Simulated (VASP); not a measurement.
Wanted: the native input for a VASP 6.6.1 run.

- Task: electric field gradients
- Functional: PBEsol
- Potentials or basis: VASP PAW PBE potentials, release 64 (Mg)
- Cutoff: 520 eV
- k mesh: 16 × 16 × 16
- Occupations: fermi-dirac, width 0.05 eV
- Spin: no spin polarisation
- Dipole correction: no
- Further INCAR settings: ALGO = Normal; EDIFF = 1e-08; NBANDS = 7

The structure of Mg lies in POSCAR:

```
Mg
1.0
   -1.4617350000      1.4617350000      1.4765000000
    1.4617350000     -1.4617350000      1.4765000000
    1.4617350000      1.4617350000     -1.4765000000
Mg
1
Direct
    0.0000000000      0.0000000000      0.0000000000
```

This isn't the form of Mg at room conditions, which is hcp.

This cell differs from its parent crystal: equal xx and yy strain of -1 %.

These files were run (other wordings do the same):

INCAR

```
SYSTEM = Mg
PREC = Accurate
ENCUT = 520
EDIFF = 1E-8
ISMEAR = -1
SIGMA = 0.05
LREAL = .False.
LASPH = .True.
NELM = 80
ALGO = Normal
ISIF = 2
LWAVE = .False.
LCHARG = .False.
GGA = PS
LEFG = .True.
NBANDS = 7
```

KPOINTS

```
regular mesh
0
Gamma
  16 16 16
  0 0 0
```

Potentials or basis: VASP PAW PBE potentials, release 64 (Mg).

Launch:

```sh
$ cat potpaw_PBE.64/Mg/POTCAR > POTCAR
$ mpirun -np 1 vasp_std > vasp.out
```

It gave:

```json
{
 "Pressure": "66.2 GPa",
 "Band gap on the k mesh": "zero (bands 1 and 2 overlap by 4.77 eV)",
 "Largest electric field gradient by atom": "Mg +0.6 V/Å²"
}
```

Caveat: the cell differs from its parent crystal (equal xx and yy strain of -1 %); the cell stands under pressure; without QUAD_EFG the Cq values of the log hold for a quadrupole moment of 1 mb, not for the nuclei; the PAW data sets were made with another functional, which shifts forces and pressure a little.

Run time: 15 s on 1 thread of Intel(R) Xeon(R) Platinum 8375C CPU @ 2.90GHz (Ice Lake) (shared host), peak memory 0.15 GiB.
